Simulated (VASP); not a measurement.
# TaN (P-6m2) in VASP: further runs, part 2 of 2

VASP 6.6.1. The steps go on from the part before.

### 4 Single point, PBE0

Input file POSCAR:

```
TaN
1.0
    2.9380000000      0.0000000000      0.0000000000
   -1.4690000000      2.5443826363      0.0000000000
    0.0000000000      0.0000000000      2.8830000000
Ta N
1 1
Direct
    0.0000000000      0.0000000000      0.5000000000
    0.6666666667      0.3333333333      0.0000000000
```

Input file INCAR.step1:

```
SYSTEM = TaN
ALGO = Normal
EDIFF = 1E-5
ENCUT = 520
GGA = PE
ISIF = 2
ISMEAR = -1
LASPH = .TRUE.
LCHARG = .FALSE.
LREAL = .FALSE.
LWAVE = .TRUE.
NBANDS = 15
NELM = 100
PREC = Accurate
SIGMA = 0.05
```

Input file INCAR.step2:

```
SYSTEM = TaN
AEXX = 0.25
ALGO = Normal
EDIFF = 1E-6
ENCUT = 520
GGA = PE
ISIF = 2
ISMEAR = -1
ISTART = 1
LASPH = .TRUE.
LCHARG = .FALSE.
LHFCALC = .TRUE.
LREAL = .FALSE.
LWAVE = .FALSE.
NBANDS = 15
NELM = 100
PREC = Accurate
PRECFOCK = Normal
SIGMA = 0.05
```

Input file KPOINTS:

```
k-points
0
G
  8 8 6
  0 0 0
```

Potentials or basis: VASP PAW PBE potentials, release 64 (Ta_pv, N).

Command:

```sh
$ cat potpaw_PBE.64/Ta_pv/POTCAR potpaw_PBE.64/N/POTCAR > POTCAR
$ cp INCAR.step1 INCAR
$ mpirun -np 1 vasp_std > vasp.out
$ cp INCAR.step2 INCAR
$ mpirun -np 1 vasp_std > vasp.out
```

OUTCAR:

```text
SYSTEM = TaN
   AEXX = 0.25
   EDIFF = 1E-6
   ENCUT = 520
   GGA = PE
   ISIF = 2
   ISMEAR = -1
   ISTART = 1
   LASPH = .TRUE.
   LHFCALC = .TRUE.
   LREAL = .FALSE.
   NELM = 100
   PREC = Accurate
   PRECFOCK = Normal

 ion  position               nearest neighbor table
   1  0.000  0.000  0.500-   2 2.23   2 2.23   2 2.23   2 2.23   2 2.23   2 2.23
   2  0.667  0.333  0.000-   1 2.23   1 2.23   1 2.23   1 2.23   1 2.23   1 2.23

  LATTYP: Found a hexagonal cell.
 ALAT       =     2.9380000000
 C/A-ratio  =     0.9812797822

  Lattice vectors:

[... 620 lines left out ...]
     12      16.0143      0.00000
     13      19.2045      0.00000
     14      22.3910      0.00000
     15      23.8547      0.00000

 [... further k-points ...]
[... 5 lines left out ...]
  --------------------------------------------------------------------------------------
  -------------------------------------------------------------------------------------
  Total       -0.5160871     -0.5160871     -0.5762687     -0.0000000     -0.0000000      0.0000000
  in kB      -38.3667269    -38.3667269    -42.8407211     -0.0000000     -0.0000000      0.0000000
  external PRESSURE =     -39.8580583 kB  Pullay stress =       0.0000000 kB

 VOLUME and BASIS-vectors are now :
 -----------------------------------------------------------------------------
  energy-cutoff  :      520.00
  volume of cell :       21.55
      direct lattice vectors                 reciprocal lattice vectors
     2.938000000  0.000000000  0.000000000     0.340367597  0.196511324  0.000000000
    -1.469000000  2.544382636  0.000000000     0.000000000  0.393022648  0.000000000
     0.000000000  0.000000000  2.883000000     0.000000000  0.000000000  0.346860909

 POSITION                                       TOTAL-FORCE (eV/Angst)
 -----------------------------------------------------------------------------------
      0.00000      0.00000      1.44150        -0.000000     -0.000000      0.000000
      1.46900      0.84813      0.00000         0.000000      0.000000      0.000000
 -----------------------------------------------------------------------------------
    total drift:                                0.000001      0.000003     -0.000000

  FREE ENERGIE OF THE ION-ELECTRON SYSTEM (eV)
  ---------------------------------------------------
  free  energy   TOTEN  =       -28.1250587904 eV

  energy  without entropy=      -28.1244653661  energy(sigma->0) =      -28.12476208
```

OSZICAR.step1:

```text
N       E                     dE             d eps       ncg     rms          rms(c)
DAV:   1     0.985707082566E+02    0.98571E+02   -0.88614E+03  1200   0.112E+03
DAV:   2    -0.218025837794E+02   -0.12037E+03   -0.11412E+03  1480   0.310E+02
DAV:   3    -0.249661763843E+02   -0.31636E+01   -0.31547E+01  1312   0.484E+01
DAV:   4    -0.249788167560E+02   -0.12640E-01   -0.12636E-01  1634   0.342E+00
DAV:   5    -0.249788915881E+02   -0.74832E-04   -0.74831E-04  1298   0.246E-01    0.235E+01
DAV:   6    -0.225227096273E+02    0.24562E+01   -0.40388E+00  1551   0.237E+01    0.989E+00
DAV:   7    -0.224702474614E+02    0.52462E-01   -0.60998E-01  1333   0.613E+00    0.696E+00
DAV:   8    -0.224514809756E+02    0.18766E-01   -0.16282E-01  1487   0.341E+00    0.170E+00
DAV:   9    -0.224421545428E+02    0.93264E-02   -0.18569E-02  1326   0.114E+00    0.176E-01
DAV:  10    -0.224422345801E+02   -0.80037E-04   -0.13293E-03  1459   0.405E-01    0.938E-02
DAV:  11    -0.224421589231E+02    0.75657E-04   -0.10295E-04  1417   0.105E-01    0.126E-02
DAV:  12    -0.224421589201E+02    0.29474E-08   -0.12973E-05  1023   0.327E-02
   1 F= -.22442159E+02 E0= -.22441837E+02  d E =-.643759E-03
```

It took 71 min on 1 thread of Intel Xeon Platinum 8488C (Sapphire Rapids), shared host; peak memory 0.17 GiB.

Results:

| Item | Value |
| --- | --- |
| Free energy | -28.1251 eV |
| Pressure | -4.0 GPa |
| Band gap on the k mesh | zero (bands 8 and 9 overlap by 0.78 eV) |

Caveat: the k points lie up to 0.36 Å⁻¹ apart, too coarse for converged energies and pressures of a metal; the PAW data sets were made with another functional, which shifts forces and pressure a little; spin-orbit coupling is left out, which moves the levels of the heavy elements.

### 5 Single point, PBEsol, non-collinear spin, zero start, spin-orbit coupling

Input file INCAR:

```
SYSTEM = TaN
PREC = Accurate
ENCUT = 700
EDIFF = 1E-6
ISMEAR = -1
SIGMA = 0.05
LREAL = .FALSE.
LASPH = .TRUE.
NELM = 200
ALGO = Normal
ISIF = 2
LWAVE = .FALSE.
LCHARG = .FALSE.
LNONCOLLINEAR = .TRUE.
MAGMOM = 0 0 0 0 0 0
LORBIT = 11
LSORBIT = .TRUE.
GGA_COMPAT = .FALSE.
LORBMOM = .TRUE.
LMAXMIX = 4
GGA = PS
NBANDS = 30
```

Input file KPOINTS:

```
Automatic mesh
0
G
  10 10 9
  0 0 0
```

POSCAR is that of step 4.

Potentials or basis: VASP PAW PBE potentials, release 64 (Ta_sv_GW, N).

Command:

```sh
$ cat potpaw_PBE.64/Ta_sv_GW/POTCAR potpaw_PBE.64/N/POTCAR > POTCAR
$ mpirun -np 1 vasp_ncl > vasp.out
```

It took 1.9 min on 1 thread of Intel Xeon 6975P-C (Granite Rapids), shared host; peak memory 0.36 GiB.

Results (log left out):

| Quantity | Value |
| --- | --- |
| Free energy | -27.7389 eV |
| Pressure | -4.8 GPa |
| Net moment | 0.00 μB per cell |
| Valence electrons inside the program's atomic spheres | Ta 11.78; N 3.68 |

Stress tensor (GPa, compression positive):
```
-4.66  0.00  0.00
 0.00 -4.66  0.00
 0.00  0.00 -5.07
```

Moments on the atoms (μB; x, y, z):
```
Ta  0.00 0.00 0.00
N   0.00 0.00 0.00
```

Caveat: the cell stands under tension; the PAW data sets were made with another functional, which shifts forces and pressure a little.

### 6 Overview

```tsv
level	potentials or basis	spin	cell	k mesh	cutoff (eV)	grid for exact exchange (PRECFOCK)	share of exact exchange	screening parameter	gap on the mesh (eV)	pressure (GPa)
HSE06	VASP PAW PBE potentials, release 64 (Ta_pv, N)	off	a = 2.938, b = 2.938, c = 2.883 Å, angles 90.0, 90.0, 120.0°, 2 atoms	5 × 5 × 5	520	Normal	0.25	0.2079 1/Å	none	-4.3
B3LYP	VASP PAW PBE potentials, release 64 (Ta_pv, N)	off	a = 2.996, b = 2.996, c = 2.940 Å, angles 90.0, 90.0, 120.0°, 2 atoms	5 × 5 × 5	520	Normal	0.2	-	0.56	-11.7
PBE0	VASP PAW PBE potentials, release 64 (Ta_pv, N)	off	a = 2.938, b = 2.938, c = 2.883 Å, angles 90.0, 90.0, 120.0°, 2 atoms	8 × 8 × 6	520	Normal	0.25	-	none	-4.0
PBEsol	VASP PAW PBE potentials, release 64 (Ta_sv_GW, N)	non-collinear, zero start, SOC	a = 2.938, b = 2.938, c = 2.883 Å, angles 90.0, 90.0, 120.0°, 2 atoms	10 × 10 × 9	700	-	-	-	-	-4.8
```

Alike in all rows: task single point; smearing fermi-dirac 0.05 eV.

Caveats: some runs use coarse meshes; the PAW data sets were made with another functional, which shifts forces and pressure a little; spin-orbit coupling is left out, which moves the levels of the heavy elements (at least some runs); the cell stands under tension (at least some runs).

Total energies depend on the potentials used, so only differences within one code and one set of settings carry meaning.
